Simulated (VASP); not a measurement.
A run of VASP 6.6.1 is set up as follows.

POSCAR

```
GaP
1.0
    0.0000000000      2.7252500000      2.7252500000
    2.6571187500      0.0000000000      2.7252500000
    2.6571187500      2.7252500000      0.0000000000
Ga P
1 1
Direct
    0.0000000000      0.0000000000      0.0000000000
    0.7500000000      0.7500000000      0.7500000000
```

File INCAR.step1:

```
PREC = Accurate ; ENCUT = 520
ISMEAR = 0 ; SIGMA = 0.05
LREAL = F ; LASPH = T
NELM = 60 ; NBANDS = 16
GGA = PE ; ALGO = Normal
EDIFF = 1E-4 ; LWAVE = T
LCHARG = F
```

File INCAR.step2:

```
PREC = Accurate ; ENCUT = 520
EDIFF = 1E-7 ; ISMEAR = 0
SIGMA = 0.05 ; LREAL = F
LASPH = T ; NELM = 60
ALGO = Normal ; ISIF = 2
LWAVE = F ; LCHARG = F
METAGGA = R2SCAN ; LMIXTAU = T
NBANDS = 16 ; ISTART = 1
```

Contents of KPOINTS:

```
Automatic mesh
0
Gamma
  8 8 8
```

Potentials or basis: VASP PAW PBE potentials, release 64 (Ga_d, P).

Run with:

```sh
$ cat potpaw_PBE.64/Ga_d/POTCAR potpaw_PBE.64/P/POTCAR > POTCAR
$ cp INCAR.step1 INCAR
$ mpirun -np 1 vasp_std > vasp.out
$ cp INCAR.step2 INCAR
$ mpirun -np 1 vasp_std > vasp.out
```

Task: Estimate the band gap on the k mesh.

Result: 1.60 eV, indirect (least direct gap 2.47 eV).

Task: What does it give for the pressure?

Result: 2.3 GPa.

Stress tensor (GPa, compression positive):
```
3.65 0.00 0.00
0.00 1.66 0.00
0.00 0.00 1.66
```

Caveat: the cell differs from its parent crystal (strain -0.0250 x Voigt [1, 0, 0, 0, 0, 0]); the PAW data sets were made with another functional, which shifts forces and pressure a little. A k mesh can miss the band edges.
